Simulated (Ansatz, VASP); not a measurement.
# One calculation of Pd3I, two programs

```
I Pd
1.0
    -2.14695    2.14695    3.87591
     2.14695   -2.14695    3.87591
     2.14695    2.14695   -3.87591
I Pd
1 3
Direct
  0.00000 0.00000 0.00000
  0.50000 0.50000 0.00000
  0.25000 0.75000 0.50000
  0.75000 0.25000 0.50000
```

Alike in both runs: functional PBE; k mesh 9 × 9 × 9; occupations fermi-dirac, width 0.05 eV; no spin polarisation; Hubbard terms Pd d U = 4.0 eV.

|  | VASP | Ansatz |
| --- | --- | --- |
| version | VASP 6.6.1 | Ansatz 0.2.0 |
| potentials or method | VASP PAW PBE potentials, release 64 (I, Pd) | Ansatz PAW |
| plane-wave cutoff (eV) | 520 | 420 |
| valence electrons in the cell | 37 | 71 |
| task | single point | band structure |

```tsv
	VASP	Ansatz	Ansatz less VASP
gap on the k mesh at the Fermi level (eV)	none	none	-
pressure (GPa)	-5.2	0.2	+5.42
traceless stress, the component that is largest in VASP (GPa)	-0.20	0.62	+0.815
```

The programs project onto different local orbitals, so the same U acts differently, and such runs can settle in different states. A gap of «none» marks a metal or a gap that the smearing closes. VASP's potentials hold 37 valence electrons a cell and Ansatz's 71, so a difference there can come from the potentials and not from the codes.

Spin-orbit coupling is off throughout.
